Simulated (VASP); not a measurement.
# Rb (P6_3/mmc) in VASP: a series of runs, part 2 of 2

VASP 6.6.1.

## Step 4: Relaxation of cell and atoms, PBE

This run uses another cell than the first one, of 87.34 Å³/atom, 0.916 times its volume.

Contents of INCAR:

```
SYSTEM = Rb
PREC = Accurate
ENCUT = 600
EDIFF = 1E-6
ISMEAR = 0
SIGMA = 0.05
LREAL = .False.
LASPH = .True.
NELM = 100
ALGO = Normal
ISIF = 3
LWAVE = .False.
LCHARG = .False.
GGA = PE
IBRION = 2
NSW = 80
EDIFFG = -0.03
```

Contents of KPOINTS:

```
Automatic mesh
0
Gamma
  6 6 4
  0 0 0
```

Contents of POSCAR:

```
Rb
1.0
    4.9797773258      0.0000000000      0.0000000000
   -2.4898886629      4.3126136693      0.0000000000
    0.0000000000      0.0000000000      8.1336362988
Rb
2
Direct
    0.3333333333      0.6666666667      0.7500000000
    0.6666666667      0.3333333333      0.2500000000
```

Potentials or basis: VASP PAW PBE potentials, release 64 (Rb_sv).

Command:

```console
cat potpaw_PBE.64/Rb_sv/POTCAR > POTCAR
mpirun -np 1 vasp_std > vasp.out
```

OUTCAR:

```text
SYSTEM = Rb
   PREC = Accurate
   ENCUT = 600
   EDIFF = 1E-6
   ISMEAR = 0
   LREAL = .False.
   LASPH = .True.
   NELM = 100
   ISIF = 3
   GGA = PE
   IBRION = 2
   NSW = 80
   EDIFFG = -0.03

 ion  position               nearest neighbor table
   1  0.333  0.667  0.750-   2 4.98   2 4.98   2 4.98   2 4.98   2 4.98   2 4.98
   2  0.667  0.333  0.250-   1 4.98   1 4.98   1 4.98   1 4.98   1 4.98   1 4.98

  LATTYP: Found a hexagonal cell.
 ALAT       =     4.9797773258
 C/A-ratio  =     1.6333333333

  Lattice vectors:

 A1 = (   4.9797773258,   0.0000000000,   0.0000000000)
 A2 = (  -2.4898886629,   4.3126136693,   0.0000000000)
 A3 = (   0.0000000000,   0.0000000000,   8.1336362988)

Analysis of symmetry for initial positions (statically):
=====================================================================
 Subroutine PRICEL returns:
 Original cell was already a primitive cell.

 Routine SETGRP: Setting up the symmetry group for a
 hexagonal supercell.

 Subroutine GETGRP returns: Found 24 space group operations
 (whereof 12 operations were pure point group operations)
 out of a pool of 24 trial point group operations.

The static configuration has the point symmetry D_3d.
 The point group associated with its full space group is D_6h.

Analysis of symmetry for dynamics (positions and initial velocities):
=====================================================================
[... 167 lines left out ...]
  external PRESSURE =       1.4409365 kB  Pullay stress =       0.0000000 kB
[... 23 lines left out ...]
--------------------------------------- Ionic step        2  -------------------------------------------

 number of electron      18.0000000 magnetization

 E-fermi :   0.0216     XC(G=0):  -5.5375

 val. band max:       -0.0393157601   @ k =   0.3333   0.1667   0.2500
 cond. band min:       0.1118041361   @ k =   0.5000   0.0000   0.0000
 fundamental gap:      0.1511198962
 Fermi energy:         0.0216424376

 k-point     1 :       0.0000    0.0000    0.0000
  band No.  band energies     occupation
      1     -28.8016      2.00000
      2     -28.7971      2.00000
      3     -12.9475      2.00000
      4     -12.8572      2.00000
      5     -12.8572      2.00000
      6     -12.8424      2.00000
      7     -12.8424      2.00000
      8     -12.8414      2.00000
      9      -1.9333      2.00000
     10       0.2196      0.00000
     11       0.7697      0.00000
     12       3.5658      0.00000
     13       3.5658      0.00000
[... 353 lines left out ...]
--------------------------------------- Ionic step        3  -------------------------------------------

 number of electron      18.0000000 magnetization

 Free energy of the ion-electron system (eV)
  ---------------------------------------------------
  ext. energy  EPLUGINS =         0.00000000
  ---------------------------------------------------
  free energy    TOTEN  =        -1.87801830 eV

  energy without entropy =       -1.87690725  energy(sigma->0) =       -1.87746277

 E-fermi :  -0.0681     XC(G=0):  -5.4558

 val. band max:       -0.1288773453   @ k =   0.3333   0.1667   0.2500
 cond. band min:       0.0149053553   @ k =   0.5000   0.0000   0.0000
 fundamental gap:      0.1437827006
 Fermi energy:        -0.0681164487

 k-point     1 :       0.0000    0.0000    0.0000
  band No.  band energies     occupation
      1     -28.8949      2.00000
      2     -28.8909      2.00000
      3     -13.0355      2.00000
      4     -12.9539      2.00000
      5     -12.9539      2.00000
      6     -12.9395      2.00000
      7     -12.9395      2.00000
      8     -12.9375      2.00000
      9      -1.9648      2.00000
     10       0.1882      0.00000
     11       0.7188      0.00000
     12       3.4319      0.00000
     13       3.4319      0.00000
[... 347 lines left out ...]
  FREE ENERGIE OF THE ION-ELECTRON SYSTEM (eV)
  ---------------------------------------------------
  free  energy   TOTEN  =        -1.8780182962 eV

  energy  without entropy=       -1.8769072536  energy(sigma->0) =       -1.87746277

 reached required accuracy - stopping structural energy minimisation
```

Run time: 54 s. Hardware: 1 thread of Intel Xeon 6975P-C (Granite Rapids), shared host; peak memory 0.34 GiB.

What came out:

* Free energy: -1.8780 eV
* Relaxed volume: 91.36 Å³/atom
* Relaxed cell: a = 5.091 Å, b = 5.091 Å, c = 8.142 Å, α = 90.00°, β = 90.00°, γ = 120.00°
* Space group after relaxing (to 0.05 Å): P6_3/mmc (No. 194)
* Energy gained by relaxing: 2.8 meV/atom
* Ionic steps: 3
* Pressure after relaxing: 0.0 GPa
* Band gap on the k mesh: zero (band 9 reaches 1.05 eV, above the bottom of band 10 at -1.28 eV)

Step by step:
```tsv
step	energy change (eV)	largest force (eV/Å)	pressure (GPa)	volume (Å³)
1	0.0000	0.0000	0.14	174.68
2	-0.0023	0.0000	0.10	176.67
3	-0.0056	0.0000	0.00	182.71
```

Final structure:
```
CELL_PARAMETERS angstrom
5.09054 0.00000 0.00000
-2.54527 4.40854 0.00000
0.00000 0.00000 8.14166
ATOMIC_POSITIONS crystal
Rb 0.33333 0.66667 0.75000
Rb 0.66667 0.33333 0.25000
```

Levels at points of the mesh, in eV from the Fermi level:
```tsv
k point	band 5	band 6	band 7	band 8	band 9	band 10	band 11	band 12	band 13
(0.00, 0.00, 0.00)	-12.89	-12.87	-12.87	-12.87	-1.90	0.26	0.79	3.50	3.50
(0.50, 0.00, 0.00)	-12.93	-12.91	-12.89	-12.88	0.08	0.35	1.40	1.62	2.16
(0.00, 0.00, 0.50)	-12.88	-12.88	-12.88	-12.88	-1.21	-1.21	2.46	2.46	3.53
(0.50, 0.00, 0.50)	-12.89	-12.89	-12.89	-12.89	0.47	0.47	0.96	0.96	2.61
```

## Step 5: Single point, r2SCAN

This run uses another cell than the first one, of 87.34 Å³/atom, 0.916 times its volume.

POSCAR is that of step 4.

Contents of INCAR.step1:

```
PREC     = Accurate       # precision mode
ENCUT    = 520            # plane-wave cutoff, eV
ISMEAR   = 0              # smearing method
SIGMA    = 0.05           # smearing width, eV
LREAL    = False          # projectors in reciprocal space
LASPH    = True           # aspherical terms in the spheres
NELM     = 100            # most SCF steps
NBANDS   = 16             # bands
GGA      = PE             # functional
ALGO     = Normal         # electronic algorithm
EDIFF    = 1E-4           # SCF threshold, eV
LWAVE    = True           # write WAVECAR
LCHARG   = False          # write CHGCAR
```

Contents of INCAR.step2:

```
PREC     = Accurate       # precision mode
ENCUT    = 520            # plane-wave cutoff, eV
EDIFF    = 1E-6           # SCF threshold, eV
ISMEAR   = 0              # smearing method
SIGMA    = 0.05           # smearing width, eV
LREAL    = False          # projectors in reciprocal space
LASPH    = True           # aspherical terms in the spheres
NELM     = 100            # most SCF steps
ALGO     = Normal         # electronic algorithm
ISIF     = 2              # what is computed and relaxed
LWAVE    = False          # write WAVECAR
LCHARG   = False          # write CHGCAR
METAGGA  = R2SCAN         # meta-GGA
LMIXTAU  = True         
NBANDS   = 16             # bands
ISTART   = 1
```

Contents of KPOINTS:

```
regular mesh
0
Gamma
  10 10 6
```

Command:

```console
cat potpaw_PBE.64/Rb_sv/POTCAR > POTCAR
cp INCAR.step1 INCAR
mpirun -np 1 vasp_std > vasp.out
cp INCAR.step2 INCAR
mpirun -np 1 vasp_std > vasp.out
```

It took 3.9 min on 1 thread of Intel Xeon 6975P-C (Granite Rapids), shared host; peak memory 0.39 GiB.

Results (log left out):

* Free energy: -27.8247 eV
* Pressure: 0.3 GPa
* Band gap on the k mesh: zero (band 9 reaches 0.99 eV, above the bottom of band 10 at -1.25 eV)

Levels at points of the mesh, in eV from the Fermi level:
```tsv
k point	band 6	band 7	band 8	band 9	band 10	band 11	band 12	band 13
(0.00, 0.00, 0.00)	-13.52	-13.52	-13.52	-2.13	0.26	0.62	3.90	3.90
(0.50, 0.00, 0.00)	-13.56	-13.55	-13.53	0.13	0.28	1.36	1.70	2.26
(0.00, 0.00, 0.50)	-13.53	-13.53	-13.53	-1.40	-1.40	2.56	2.56	3.95
(0.50, 0.00, 0.50)	-13.55	-13.55	-13.55	0.50	0.50	0.94	0.94	2.80
```

Caveat: the PAW data sets were made with another functional, which shifts forces and pressure a little.

## Step 6: Overview

| task | level | cell | k mesh | cutoff (eV) | gap on the mesh (eV) | pressure (GPa) |
| --- | --- | --- | --- | --- | --- | --- |
| single point | r2SCAN | a = 5.128, b = 5.128, c = 8.376 Å, angles 90.0, 90.0, 120.0°, 2 atoms | 10 × 10 × 6 | 520 | none | 0.0 |
| single point | PBE | a = 4.980, b = 4.980, c = 8.134 Å, angles 90.0, 90.0, 120.0°, 2 atoms | 6 × 6 × 4 | 520 | none | 0.1 |
| relaxation of cell and atoms | PBE | relaxed from a = 4.980, b = 4.980, c = 8.134 Å, angles 90.0, 90.0, 120.0°, 2 atoms | 6 × 6 × 4 | 600 | none | 0.0 |
| single point | r2SCAN | a = 4.980, b = 4.980, c = 8.134 Å, angles 90.0, 90.0, 120.0°, 2 atoms | 10 × 10 × 6 | 520 | none | 0.3 |

Alike in all rows: potentials or basis VASP PAW PBE potentials, release 64 (Rb_sv); no spin polarisation; smearing gaussian 0.05 eV.

Caveats: the PAW data sets were made with another functional, which shifts forces and pressure a little (some runs).

Total energies depend on the potentials used, so only differences within one code and one set of settings carry meaning.
